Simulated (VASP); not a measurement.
# Zn (Fm-3m) in VASP: single point with LDA

Aim: the single point of Zn with LDA.

Everything below comes from runs of VASP 6.6.1. Logs are shortened: lines on timing, memory, paths and dates and some standing lists are left out, and cuts for length are marked.

**1. The cell of the first run**

The structure is cubic, space group Fm-3m (No. 225). The conventional cell has a = 3.783 Å, b = 3.783 Å, c = 3.783 Å, α = 90.00°, β = 90.00°, γ = 90.00°. Zn (site symmetry m-3m) has 12 Zn at 2.67 Å within 3.5 Å.

**2. Single point, LDA**

The input, INCAR:

```
PREC = Accurate ; ENCUT = 520
EDIFF = 1E-6 ; ISMEAR = -1
SIGMA = 0.13605693000000002 ; LREAL = False
LASPH = True ; NELM = 100
ALGO = Normal ; ISIF = 2
LWAVE = False ; LCHARG = False
NBANDS = 12
```

The input, KPOINTS:

```
Automatic mesh
0
Gamma
  15 15 15
```

The input, POSCAR:

```
Zn
1.0
    0.0000000000      1.8914668120      1.8914668120
    1.8914668120      0.0000000000      1.8914668120
    1.8914668120      1.8914668120      0.0000000000
Zn
1
Direct
    0.0000000000      0.0000000000      0.0000000000
```

Potentials or basis: VASP PAW LDA potentials, release 64 (Zn).

On the command line:

```console
$ cat potpaw_LDA.64/Zn/POTCAR > POTCAR
$ mpirun -np 1 vasp_std > vasp.out
```

OUTCAR:

```text
PREC = Accurate
   ENCUT = 520
   EDIFF = 1E-6
   ISMEAR = -1
   LREAL = False
   LASPH = True
   NELM = 100
   ISIF = 2

 ion  position               nearest neighbor table
   1  0.000  0.000  0.000-

  LATTYP: Found a face centered cubic cell.
 ALAT       =     3.7829336240

  Lattice vectors:

 A1 = (   0.0000000000,   1.8914668120,   1.8914668120)
 A2 = (   1.8914668120,   0.0000000000,   1.8914668120)
 A3 = (   1.8914668120,   1.8914668120,   0.0000000000)

Analysis of symmetry for initial positions (statically):
=====================================================================
 Subroutine PRICEL returns:
 Original cell was already a primitive cell.

 Routine SETGRP: Setting up the symmetry group for a
 face centered cubic supercell.

 Subroutine GETGRP returns: Found 48 space group operations
 (whereof 48 operations were pure point group operations)
 out of a pool of 48 trial point group operations.

The static configuration has the point symmetry O_h .

Analysis of symmetry for dynamics (positions and initial velocities):
=====================================================================
 Subroutine PRICEL returns:
 Original cell was already a primitive cell.

 Routine SETGRP: Setting up the symmetry group for a
 face centered cubic supercell.

 Subroutine GETGRP returns: Found 48 space group operations
 (whereof 48 operations were pure point group operations)
 out of a pool of 48 trial point group operations.

The dynamic configuration has the point symmetry O_h .

 Subroutine INISYM returns: Found 48 space group operations
 (whereof 48 operations are pure point group operations),
 and found     1 'primitive' translations

----------------------------------------------------------------------------------------

                                     Primitive cell

  volume of cell :      13.5340

  direct lattice vectors                    reciprocal lattice vectors
     0.000000000  1.891466812  1.891466812    -0.264345109  0.264345109  0.264345109
     1.891466812  0.000000000  1.891466812     0.264345109 -0.264345109  0.264345109
     1.891466812  1.891466812  0.000000000     0.264345109  0.264345109 -0.264345109

  length of vectors
     2.674938018  2.674938018  2.674938018     0.457859159  0.457859159  0.457859159

  position of ions in fractional coordinates (direct lattice)
     0.000000000  0.000000000  0.000000000

  ion indices of the primitive-cell ions
   primitive index   ion index
                 1           1

----------------------------------------------------------------------------------------

 KPOINTS: Automatic mesh

Automatic generation of k-mesh.
 Grid dimensions read from file:
 generate k-points for:   15   15   15

 Generating k-lattice:

  Cartesian coordinates                     Fractional coordinates (reciprocal lattice)
    -0.017623007  0.017623007  0.017623007     0.066666667  0.000000000  0.000000000
     0.017623007 -0.017623007  0.017623007     0.000000000  0.066666667  0.000000000
     0.017623007  0.017623007 -0.017623007     0.000000000  0.000000000  0.066666667

  Length of vectors
     0.030523944  0.030523944  0.030523944

  Shift w.r.t. Gamma in fractional coordinates (k-lattice)
     0.000000000  0.000000000  0.000000000

 Subroutine IBZKPT returns following result:
 ===========================================

 Found    120 irreducible k-points:

 Following reciprocal coordinates:
            Coordinates               Weight
  0.000000  0.000000  0.000000      1.000000
  0.066667  0.000000  0.000000      8.000000
  0.133333  0.000000  0.000000      8.000000
  0.200000  0.000000  0.000000      8.000000
  0.266667  0.000000  0.000000      8.000000
  0.333333  0.000000  0.000000      8.000000
[... 16 lines left out ...]
  0.133333  0.133333  0.000000      6.000000
  0.200000  0.133333  0.000000     24.000000
 [... further k-points ...]
   k-points           NKPTS =    120   k-points in BZ     NKDIM =    120   number of bands    NBANDS=     12
   number of dos      NEDOS =    301   number of ions     NIONS =      1
   total plane-waves  NPLWV =   8000
   dimension x,y,z NGX =    20 NGY =   20 NGZ =   20
   dimension x,y,z NGXF=    40 NGYF=   40 NGZF=   40
   ions per type =               1
   NGX,Y,Z   is equivalent  to a cutoff of  12.43, 12.43, 12.43 a.u.
   NGXF,Y,Z  is equivalent  to a cutoff of  24.86, 24.86, 24.86 a.u.
 SYSTEM =  unknown system
   PREC   = accura    normal or accurate (medium, high low for compatibility)
   ISTART =      0    job   : 0-new  1-cont  2-samecut
   ICHARG =      2    charge: 1-file 2-atom 10-const
   ISPIN  =      1    spin polarized calculation?
   LNONCOLLINEAR =      F non collinear calculations
   LSORBIT =      F    spin-orbit coupling
   LASPH  =      T    aspherical Exc in radial PAW
   ENCUT  =  520.0 eV  38.22 Ry    6.18 a.u.   4.97  4.97  4.97*2*pi/ulx,y,z
   NELM   =    100;   NELMIN=  2; NELMDL= -5     # of ELM steps
   EDIFF  = 0.1E-05   stopping-criterion for ELM
   LREAL  =      F    real-space projection
   EDIFFG = 0.1E-04   stopping-criterion for IOM
   NSW    =      0    number of steps for IOM
   IBRION =     -1    ionic relax: 0-MD 1-quasi-New 2-CG
   NFREE  =      0    steps in history (QN), initial steepest desc. (CG)
   ISIF   =      2    stress and relaxation
   ISYM   =      2    0-nonsym 1-usesym 2-fastsym
   POTIM  = 0.5000    time-step for ionic-motion
   TEBEG  =    0.0;   TEEND  =   0.0 temperature during run
   PSTRESS=    0.0 pullay stress
   NELECT =      12.0000    total number of electrons
   NUPDOWN=      -1.0000    fix difference up-down
   EMIN   =  10.00;   EMAX   =-10.00  energy-range for DOS
   EFERMI =   0.00;   METHOD = LEGACY
   ISMEAR =    -1;   SIGMA  =   0.14  broadening in eV -4-tet -1-fermi 0-gaus
   EFERMI_NEDOS =   21; number of points for ismear=-14 and -15
   IALGO  =     38    algorithm
   IMIX   =      4    mixing-type and parameters
     AMIX     =   0.40;   BMIX     =  1.00
     AMIX_MAG =   1.60;   BMIX_MAG =  1.00
  volume/ion in A,a.u.               =      13.53        91.33
  Fermi-wavevector in a.u.,A,eV,Ry     =   1.572751  2.972068 33.654615  2.473544
  Thomas-Fermi vector in A             =   2.674138
   LORBIT       =      0    0 simple, 1 ext, 2 COOP (PROOUT), +10 PAW based schemes
   GGA     = CA    functional components
   LHFCALC =     F    Hartree Fock is set to
   AEXX    =    0.0000 exact exchange contribution
   IVDW    =     0    specifies the selected vdW correction
   LEPSILON=     F    determine dielectric tensor
   LRPA    =     F    only Hartree local field effects (RPA)
 non-spin polarized calculation
  energy-cutoff  :      520.00
  volume of cell :       13.53
 maximum number of plane-waves:       375
   NGX =  9   NGY =  9   NGZ =  9

 number of electron      12.0000012 magnetization

 Free energy of the ion-electron system (eV)
  ---------------------------------------------------
  ext. energy  EPLUGINS =         0.00000000
  ---------------------------------------------------
  free energy    TOTEN  =        -1.85580132 eV

  energy without entropy =       -1.83868476  energy(sigma->0) =       -1.84724304

 E-fermi :   3.7219     XC(G=0): -12.5320

 val. band max:        3.6681209682   @ k =  -0.4000   0.2667   0.0667
 cond. band min:       3.7377899069   @ k =  -0.4000   0.4000   0.0000
 fundamental gap:      0.0696689387
 Fermi energy:         3.7219347660

 k-point     1 :       0.0000    0.0000    0.0000
  band No.  band energies     occupation
      1      -7.5865      2.00000
      2      -4.3060      2.00000
      3      -4.3060      2.00000
      4      -4.3060      2.00000
      5      -3.8316      2.00000
      6      -3.8316      2.00000
      7      23.4803      0.00000
      8      23.4803      0.00000
      9      23.4803      0.00000
     10      23.6247      0.00000
     11      26.2762      0.00000
     12      26.2762      0.00000

 k-point     2 :       0.0667    0.0000    0.0000
  band No.  band energies     occupation
      1      -7.4413      2.00000
      2      -4.3204      2.00000
      3      -4.2872      2.00000
      4      -4.2872      2.00000
      5      -3.8372      2.00000
      6      -3.8372      2.00000
      7      20.9274      0.00000
      8      23.0011      0.00000
      9      23.0011      0.00000
     10      23.5485      0.00000
     11      27.0032      0.00000
     12      27.0032      0.00000

 k-point     3 :       0.1333    0.0000    0.0000
  band No.  band energies     occupation
      1      -7.0156      2.00000
      2      -4.3499      2.00000
      3      -4.2424      2.00000
      4      -4.2424      2.00000
      5      -3.8440      2.00000
      6      -3.8440      2.00000
      7      17.4258      0.00000
      8      22.1819      0.00000
      9      22.1819      0.00000
     10      23.4276      0.00000
     11      28.5600      0.00000
     12      28.5600      0.00000
[... 286 lines left out ...]
 k-point    23 :       0.1333    0.1333    0.0000
  band No.  band energies     occupation
      1      -6.8264      2.00000
      2      -4.4334      2.00000
      3      -4.1784      2.00000
      4      -4.1784      2.00000
      5      -3.9340      2.00000
      6      -3.7770      2.00000
      7      19.4859      0.00000
      8      19.4859      0.00000
      9      20.7450      0.00000
     10      21.7237      0.00000
     11      25.1945      0.00000
     12      30.7560      0.00000

 k-point    24 :       0.2000    0.1333    0.0000
  band No.  band energies     occupation
      1      -6.3369      2.00000
      2      -4.4912      2.00000
      3      -4.1326      2.00000
      4      -4.1180      2.00000
      5      -3.9254      2.00000
      6      -3.7451      2.00000
      7      16.6361      0.00000
      8      18.5021      0.00000
      9      20.5393      0.00000
     10      22.4766      0.00000
     11      23.0428      0.00000
     12      30.7482      0.00000

 [... further k-points ...]
[... 5 lines left out ...]
  --------------------------------------------------------------------------------------
  -------------------------------------------------------------------------------------
  Total        0.0603975      0.0603975      0.0603975      0.0000000      0.0000000     -0.0000000
  in kB        7.1499546      7.1499546      7.1499546      0.0000000      0.0000000     -0.0000000
  external PRESSURE =       7.1499546 kB  Pullay stress =       0.0000000 kB

 VOLUME and BASIS-vectors are now :
 -----------------------------------------------------------------------------
  energy-cutoff  :      520.00
  volume of cell :       13.53
      direct lattice vectors                 reciprocal lattice vectors
     0.000000000  1.891466812  1.891466812    -0.264345109  0.264345109  0.264345109
     1.891466812  0.000000000  1.891466812     0.264345109 -0.264345109  0.264345109
     1.891466812  1.891466812  0.000000000     0.264345109  0.264345109 -0.264345109

 POSITION                                       TOTAL-FORCE (eV/Angst)
 -----------------------------------------------------------------------------------
      0.00000      0.00000      0.00000         0.000000     -0.000000      0.000000
 -----------------------------------------------------------------------------------
    total drift:                                0.000000      0.000000      0.000000

  FREE ENERGIE OF THE ION-ELECTRON SYSTEM (eV)
  ---------------------------------------------------
  free  energy   TOTEN  =        -1.8558013240 eV

  energy  without entropy=       -1.8386847629  energy(sigma->0) =       -1.84724304
```

It took 10 s on 1 thread of Intel Xeon Platinum 8375C at 2.90GHz (Ice Lake), shared host; peak memory 0.13 GiB.

What came out:

```yaml
Free_energy: -1.8558 eV
Pressure: 0.7 GPa
Band_gap_on_the_k_mesh: zero (band 6 reaches 5.66 eV, above the bottom of band 7 at 2.63 eV)
```

Levels at points of the mesh, in eV from the Fermi level:
| k point | band 2 | band 3 | band 4 | band 5 | band 6 | band 7 | band 8 | band 9 | band 10 | band 11 |
| --- | --- | --- | --- | --- | --- | --- | --- | --- | --- | --- |
| (0.00, 0.00, 0.00) | -8.03 | -8.03 | -8.03 | -7.55 | -7.55 | 19.76 | 19.76 | 19.76 | 19.90 | 22.55 |
